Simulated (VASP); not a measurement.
# Si5Mo2 (C2/m) in VASP: single point with PBE

Aim: the single point of Si5Mo2 with PBE.

Everything below comes from runs of VASP 6.6.1. Logs are shortened: lines on timing, memory, paths and dates and some standing lists are left out, and cuts for length are marked.

## Step 1: The cell of the first run

It takes space group C2/m (No. 12, monoclinic). Conventional cell: a = 8.452 Å, b = 6.322 Å, c = 4.630 Å, α = 90.00°, β = 117.88°, γ = 90.00°. Si (site symmetry 2/m) has 4 Si at 2.47 Å and 4 Mo at 2.64 Å within 3.3 Å. Within 3.1 Å of Si (site symmetry 1) lie 5 Si at 2.38 to 2.97 Å and 3 Mo at 2.59 to 2.64 Å. Mo (site symmetry -1) has 8 Si at 2.59 to 2.64 Å and 2 Mo at 3.16 Å within 3.4 Å.

## Step 2: Single point, PBE

POSCAR reads:

```
Si5Mo2
1.0
    4.2259494138     -3.1610605241     -0.0004337699
    4.2259494138      3.1610605241     -0.0004337699
   -2.1641622968      0.0000000000      4.0927172545
Si Mo
5 2
Direct
    0.0000000000      0.0000000000      0.0000000000
    0.5926875134      0.2163179550      0.6377659023
    0.7836820450      0.4073124866      0.3622340977
    0.4073124866      0.7836820450      0.3622340977
    0.2163179550      0.5926875134      0.6377659023
    0.5000000000      0.0000000000      0.0000000000
    0.0000000000      0.5000000000      0.0000000000
```

INCAR.step1 reads:

```
PREC = Accurate
ENCUT = 400
EDIFF = 1E-6
ISMEAR = 0
SIGMA = 0.1
LREAL = False
LASPH = True
NELM = 120
ALGO = Normal
ISIF = 2
LWAVE = False
LCHARG = True
LMAXMIX = 4
GGA = PE
NBANDS = 33
GGA_COMPAT = False
NEDOS = 2001
LORBIT = 11
```

KPOINTS.step1 reads:

```
regular mesh
0
Gamma
  6 6 8
```

INCAR.step2 reads:

```
PREC = Accurate
ENCUT = 400
EDIFF = 1E-6
ISMEAR = -5
SIGMA = 0.1
LREAL = False
LASPH = True
NELM = 120
ALGO = Normal
ISIF = 2
LWAVE = False
LCHARG = False
LMAXMIX = 4
GGA = PE
LORBIT = 11
NBANDS = 33
NEDOS = 2001
ICHARG = 11
GGA_COMPAT = False
```

KPOINTS.step2 reads:

```
regular mesh
0
Gamma
  9 9 12
```

Potentials or basis: VASP PAW PBE potentials, release 64 (Si, Mo_sv).

Started as:

```bash
cat potpaw_PBE.64/Si/POTCAR potpaw_PBE.64/Mo_sv/POTCAR > POTCAR
cp INCAR.step1 INCAR
cp KPOINTS.step1 KPOINTS
mpirun -np 1 vasp_std > vasp.out
cp INCAR.step2 INCAR
cp KPOINTS.step2 KPOINTS
mpirun -np 1 vasp_std > vasp.out
```

OUTCAR:

```text
PREC = Accurate
   ENCUT = 400
   EDIFF = 1E-6
   ISMEAR = -5
   LREAL = False
   LASPH = True
   NELM = 120
   ISIF = 2
   GGA = PE
   LORBIT = 11
   ICHARG = 11

 ion  position               nearest neighbor table
   1  0.000  0.000  0.000-   2 2.47   3 2.47   4 2.47   5 2.47   6 2.64   7 2.64   7 2.64   6 2.64

   2  0.593  0.216  0.638-   5 2.38   4 2.44   1 2.47   3 2.48   6 2.59   7 2.63   6 2.64   3 2.97

   3  0.784  0.407  0.362-   4 2.38   5 2.44   1 2.47   2 2.48   7 2.59   6 2.63   7 2.64   2 2.97

   4  0.407  0.784  0.362-   3 2.38   2 2.44   1 2.47   5 2.48   6 2.59   7 2.63   6 2.64   5 2.97

   5  0.216  0.593  0.638-   2 2.38   3 2.44   1 2.47   4 2.48   7 2.59   6 2.63   7 2.64   4 2.97

   6  0.500  0.000  0.000-   2 2.59   4 2.59   3 2.63   5 2.63   1 2.64   1 2.64   4 2.64   2 2.64
                             7 3.16   7 3.16
   7  0.000  0.500  0.000-   3 2.59   5 2.59   4 2.63   2 2.63   1 2.64   1 2.64   3 2.64   5 2.64
                             6 3.16   6 3.16

  LATTYP: Found a base centered monoclinic cell.
 ALAT       =     8.4518988721
 B/A-ratio  =     0.7480119135
 C/A-ratio  =     0.5477679804
 COS(beta)  =    -0.4675447500

  Lattice vectors:

 A1 = (   4.2259494138,  -3.1610605241,  -0.0004337699)
 A2 = (   4.2259494138,   3.1610605241,  -0.0004337699)
 A3 = (  -2.1641622968,   0.0000000000,   4.0927172545)

Analysis of symmetry for initial positions (statically):
=====================================================================
 Subroutine PRICEL returns:
 Original cell was already a primitive cell.

 Routine SETGRP: Setting up the symmetry group for a
 base centered monoclinic supercell.

 Subroutine GETGRP returns: Found  4 space group operations
 (whereof  4 operations were pure point group operations)
 out of a pool of  4 trial point group operations.

The static configuration has the point symmetry C_2h.

Analysis of symmetry for dynamics (positions and initial velocities):
=====================================================================
 Subroutine PRICEL returns:
 Original cell was already a primitive cell.

 Routine SETGRP: Setting up the symmetry group for a
 base centered monoclinic supercell.

 Subroutine GETGRP returns: Found  4 space group operations
 (whereof  4 operations were pure point group operations)
 out of a pool of  4 trial point group operations.

The dynamic configuration has the point symmetry C_2h.

 Subroutine INISYM returns: Found  4 space group operations
 (whereof  4 operations are pure point group operations),
 and found     1 'primitive' translations

----------------------------------------------------------------------------------------

                                     Primitive cell

  volume of cell :     109.3390

  direct lattice vectors                    reciprocal lattice vectors
     4.225949414 -3.161060524 -0.000433770     0.118323030 -0.158174763  0.062567293
     4.225949414  3.161060524 -0.000433770     0.118323030  0.158174763  0.062567293
    -2.164162297  0.000000000  4.092717255     0.000025081  0.000000000  0.244349711

  length of vectors
     5.277400143  5.277400143  4.629679576     0.207205843  0.207205843  0.244349713

  position of ions in fractional coordinates (direct lattice)
     0.000000000  0.000000000  0.000000000
     0.592687513  0.216317955  0.637765902
     0.783682045  0.407312487  0.362234098
     0.407312487  0.783682045  0.362234098
     0.216317955  0.592687513  0.637765902
     0.500000000  0.000000000  0.000000000
     0.000000000  0.500000000  0.000000000

  ion indices of the primitive-cell ions
   primitive index   ion index
                 1           1
                 2           2
                 3           3
                 4           4
                 5           5
                 6           6
                 7           7

----------------------------------------------------------------------------------------

 KPOINTS: regular mesh

Automatic generation of k-mesh.
 Grid dimensions read from file:
 generate k-points for:    9    9   12

 Generating k-lattice:

  Cartesian coordinates                     Fractional coordinates (reciprocal lattice)
     0.013147003 -0.017574974  0.006951921     0.111111111  0.000000000 -0.000000000
     0.013147003  0.017574974  0.006951921     0.000000000  0.111111111 -0.000000000
     0.000002090  0.000000000  0.020362476     0.000000000  0.000000000  0.083333333

  Length of vectors
     0.023022871  0.023022871  0.020362476

  Shift w.r.t. Gamma in fractional coordinates (k-lattice)
     0.000000000  0.000000000  0.000000000

 TETIRR: Found   1458 inequivalent tetrahedra from     5832

 Subroutine IBZKPT returns following result:
 ===========================================

 Found    275 irreducible k-points:

 Following reciprocal coordinates:
            Coordinates               Weight
  0.000000  0.000000  0.000000      1.000000
  0.111111 -0.000000  0.000000      4.000000
  0.222222 -0.000000  0.000000      4.000000
  0.333333 -0.000000 -0.000000      4.000000
  0.444444 -0.000000  0.000000      4.000000
  0.111111  0.111111  0.000000      2.000000
[... 16 lines left out ...]
 -0.333333  0.333333  0.000000      2.000000
  0.444444  0.444444  0.000000      2.000000
 [... further k-points ...]
   k-points           NKPTS =    275   k-points in BZ     NKDIM =    275   number of bands    NBANDS=     33
   number of dos      NEDOS =   2001   number of ions     NIONS =      7
   total plane-waves  NPLWV =  38880
   dimension x,y,z NGX =    36 NGY =   36 NGZ =   30
   dimension x,y,z NGXF=    72 NGYF=   72 NGZF=   60
   ions per type =               5   2
   NGX,Y,Z   is equivalent  to a cutoff of  11.34, 11.34, 10.77 a.u.
   NGXF,Y,Z  is equivalent  to a cutoff of  22.68, 22.68, 21.55 a.u.
 SYSTEM =  unknown system
   PREC   = accura    normal or accurate (medium, high low for compatibility)
   ISTART =      0    job   : 0-new  1-cont  2-samecut
   ICHARG =     11    charge: 1-file 2-atom 10-const
   ISPIN  =      1    spin polarized calculation?
   LNONCOLLINEAR =      F non collinear calculations
   LSORBIT =      F    spin-orbit coupling
   LASPH  =      T    aspherical Exc in radial PAW
   ENCUT  =  400.0 eV  29.40 Ry    5.42 a.u.   8.61  8.61  7.55*2*pi/ulx,y,z
   NELM   =    120;   NELMIN=  2; NELMDL=  0     # of ELM steps
   EDIFF  = 0.1E-05   stopping-criterion for ELM
   LREAL  =      F    real-space projection
   EDIFFG = 0.1E-04   stopping-criterion for IOM
   NSW    =      0    number of steps for IOM
   IBRION =     -1    ionic relax: 0-MD 1-quasi-New 2-CG
   NFREE  =      0    steps in history (QN), initial steepest desc. (CG)
   ISIF   =      2    stress and relaxation
   ISYM   =      2    0-nonsym 1-usesym 2-fastsym
   POTIM  = 0.5000    time-step for ionic-motion
   TEBEG  =    0.0;   TEEND  =   0.0 temperature during run
   PSTRESS=    0.0 pullay stress
   NELECT =      48.0000    total number of electrons
   NUPDOWN=      -1.0000    fix difference up-down
   EMIN   =  10.00;   EMAX   =-10.00  energy-range for DOS
   EFERMI =   0.00;   METHOD = LEGACY
   ISMEAR =    -5;   SIGMA  =   0.10  broadening in eV -4-tet -1-fermi 0-gaus
   EFERMI_NEDOS =   21; number of points for ismear=-14 and -15
   IALGO  =     38    algorithm
   IMIX   =      4    mixing-type and parameters
     AMIX     =   0.40;   BMIX     =  1.00
     AMIX_MAG =   1.60;   BMIX_MAG =  1.00
  volume/ion in A,a.u.               =      15.62       105.41
  Fermi-wavevector in a.u.,A,eV,Ry     =   1.244219  2.351233 21.062919  1.548081
  Thomas-Fermi vector in A             =   2.378495
   LORBIT       =     11    0 simple, 1 ext, 2 COOP (PROOUT), +10 PAW based schemes
   GGA     = PE    functional components
   LHFCALC =     F    Hartree Fock is set to
   AEXX    =    0.0000 exact exchange contribution
   IVDW    =     0    specifies the selected vdW correction
   LEPSILON=     F    determine dielectric tensor
   LRPA    =     F    only Hartree local field effects (RPA)
 non-spin polarized calculation
 Fermi weights with tetrahedron method with Bloechl corrections
  energy-cutoff  :      400.00
  volume of cell :      109.34
 maximum number of plane-waves:      2007

 number of electron      48.0000000 magnetization

 Free energy of the ion-electron system (eV)
  ---------------------------------------------------
  ext. energy  EPLUGINS =         0.00000000
  ---------------------------------------------------
  free energy    TOTEN  =       -47.49561617 eV

  energy without entropy =      -47.49561617  energy(sigma->0) =      -47.49561617

 E-fermi :   9.6367     XC(G=0): -11.4459

 val. band max:        9.6661033410   @ k =   0.2222   0.2222   0.2500
 cond. band min:       9.5818263049   @ k =  -0.2222  -0.2222   0.1667
 fundamental gap:     -0.0842770361
 Fermi energy:         9.6366846591

 k-point     1 :       0.0000    0.0000    0.0000
  band No.  band energies     occupation
      1     -50.9873      2.00000
      2     -50.9679      2.00000
      3     -25.2635      2.00000
      4     -25.1723      2.00000
      5     -25.1581      2.00000
      6     -25.1236      2.00000
[... 25 lines left out ...]
     32      13.2573      0.00000
     33      13.6213      0.00000

 k-point     2 :       0.1111   -0.0000    0.0000
  band No.  band energies     occupation
      1     -50.9867      2.00000
      2     -50.9685      2.00000
      3     -25.2579      2.00000
      4     -25.1717      2.00000
      5     -25.1591      2.00000
      6     -25.1255      2.00000
[... 784 lines left out ...]
 k-point    24 :       0.4444    0.4444    0.0000
  band No.  band energies     occupation
      1     -50.9867      2.00000
      2     -50.9683      2.00000
      3     -25.2691      2.00000
      4     -25.1786      2.00000
      5     -25.1558      2.00000
      6     -25.1096      2.00000
[... 25 lines left out ...]
     32      13.8791      0.00000
     33      13.9996      0.00000

 [... further k-points ...]

------------------------ aborting loop because EDIFF is reached ----------------------------------------

  FORCE on cell =-STRESS in cart. coord.  units (eV):
  Direction    XX          YY          ZZ          XY          YZ          ZX
  --------------------------------------------------------------------------------------
  -------------------------------------------------------------------------------------
  Total        0.0923591     -0.4505991     -0.4654868      0.0000000      0.0000000      0.0534712
  in kB        1.3533651     -6.6027625     -6.8209158      0.0000000      0.0000000      0.7835298
  external PRESSURE =      -4.0234377 kB  Pullay stress =       0.0000000 kB

 VOLUME and BASIS-vectors are now :
 -----------------------------------------------------------------------------
  energy-cutoff  :      400.00
  volume of cell :      109.34
      direct lattice vectors                 reciprocal lattice vectors
     4.225949414 -3.161060524 -0.000433770     0.118323030 -0.158174763  0.062567293
     4.225949414  3.161060524 -0.000433770     0.118323030  0.158174763  0.062567293
    -2.164162297  0.000000000  4.092717255     0.000025081  0.000000000  0.244349711

 POSITION                                       TOTAL-FORCE (eV/Angst)
 -----------------------------------------------------------------------------------
      0.00000      0.00000      0.00000         0.000000     -0.000000      0.000000
      2.03859     -1.18973      2.60984        -0.013711      0.005230     -0.023883
      4.24915     -1.18973      1.48201         0.013711      0.005230      0.023883
      4.24915      1.18973      1.48201         0.013711     -0.005230      0.023883
      2.03859      1.18973      2.60984        -0.013711     -0.005230     -0.023883
      2.11297     -1.58053     -0.00022         0.000000      0.000000      0.000000
      2.11297      1.58053     -0.00022         0.000000      0.000000      0.000000
 -----------------------------------------------------------------------------------
    total drift:                                0.000000      0.000000     -0.000000

  FREE ENERGIE OF THE ION-ELECTRON SYSTEM (eV)
  ---------------------------------------------------
  free  energy   TOTEN  =       -47.4956161723 eV

  energy  without entropy=      -47.4956161723  energy(sigma->0) =      -47.49561617

 total charge

# of ion       s       p       d       tot
------------------------------------------
    1        0.741   0.897   0.000   1.638
    2        0.764   0.882   0.000   1.646
    3        0.764   0.882   0.000   1.646
    4        0.764   0.882   0.000   1.646
    5        0.764   0.882   0.000   1.646
    6        2.286   6.153   4.039  12.478
    7        2.286   6.153   4.039  12.478
--------------------------------------------------
tot          8.368  16.729   8.078  33.176
```

Run time: 5.8 min. Hardware: 1 thread of Oxide Virtual Turin-like, shared host; peak memory 0.54 GiB.

Results:

* Valence electrons inside the program's atomic spheres: Si 1.64, 1.65 (each value once); Mo 12.48
